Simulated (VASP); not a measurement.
Ge, 2 atoms in the cell. It takes space group I4_1/amd (No. 141, tetragonal). Conventional cell: a = 4.000 Å, b = 4.000 Å, c = 5.827 Å, α = 90.00°, β = 90.00°, γ = 90.00°. Within 3.3 Å of Ge (site symmetry -4m2) lie 4 Ge at 2.47 Å.  This cell differs from its parent crystal: z stretched by +3 %, then relaxed in part.

```yaml
Program: VASP 6.6.1
Task: single point
Functional: PBE
Potentials_or_basis: VASP PAW PBE potentials, release 64 (Ge_d)
Cutoff: 520 eV
k_mesh: 14 × 14 × 14
Occupations: fermi-dirac, width 0.05 eV
Spin: no spin polarisation
Dipole_correction: no
Further_INCAR_settings: ALGO = Normal; EDIFF = 1e-06; NBANDS = 21
```

Potentials or basis: VASP PAW PBE potentials, release 64 (Ge_d).

Command:

```sh
$ cat potpaw_PBE.64/Ge_d/POTCAR > POTCAR
$ mpirun -np 1 vasp_std > vasp.out
```

Hardware: 1 thread of Intel(R) Xeon(R) Platinum 8375C CPU @ 2.90GHz (Ice Lake), on a shared host.

Estimate the wall time of this run.

Run time: 3.2 min on 1 thread of Intel(R) Xeon(R) Platinum 8375C CPU @ 2.90GHz (Ice Lake), on a shared host, peak memory 0.31 GiB. Counts: scf iterations 12, k points 244.
